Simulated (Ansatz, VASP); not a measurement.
**MgIn2N2 in VASP and in Ansatz**

```
Mg In N
1.0
     1.67015    0.96426    7.77249
    -1.67015    0.96426    7.77249
     0.00000   -1.92852    7.77249
Mg In N
1 2 2
Direct
  0.00000 0.00000 0.00000
  0.43901 0.43901 0.43901
  0.56099 0.56099 0.56099
  0.27728 0.27728 0.27728
  0.72272 0.72272 0.72272
```

Alike in both runs: task single point; functional LDA; k mesh 12 × 12 × 12; occupations gaussian, width 0.03 eV; no spin polarisation.

|  | VASP | Ansatz |
| --- | --- | --- |
| version | VASP 6.6.1 | Ansatz 0.2.0 |
| potentials or method | VASP PAW LDA potentials, release 64 (Mg, In_d, N), cutoff 520 eV | scalar-relativistic, plane waves, PAW |
| valence electrons in the cell | 38 | 46 |

|  | VASP | Ansatz | Ansatz less VASP |
| --- | --- | --- | --- |
| gap on the k mesh at the Fermi level (eV) | 0.06 | 0.05 | -0.010 |
| least direct gap on the mesh (eV) | 0.12 | 0.11 | -0.009 |
| pressure (GPa) | -8.2 | -8.0 | +0.25 |
| traceless stress, the component that is largest in VASP (GPa) | -0.09 | -0.11 | -0.019 |
| rms of the force components (eV/Å) | 0.148 | 0.157 | +0.0095 |

LDA's correlation is that of Perdew and Zunger in VASP and of Perdew and Wang (1992) in Ansatz. Atom by atom the forces differ by 0.018 eV/Å (rms over components). VASP's potentials hold 38 valence electrons a cell and Ansatz's 46, so a difference there can come from the potentials and not from the codes.
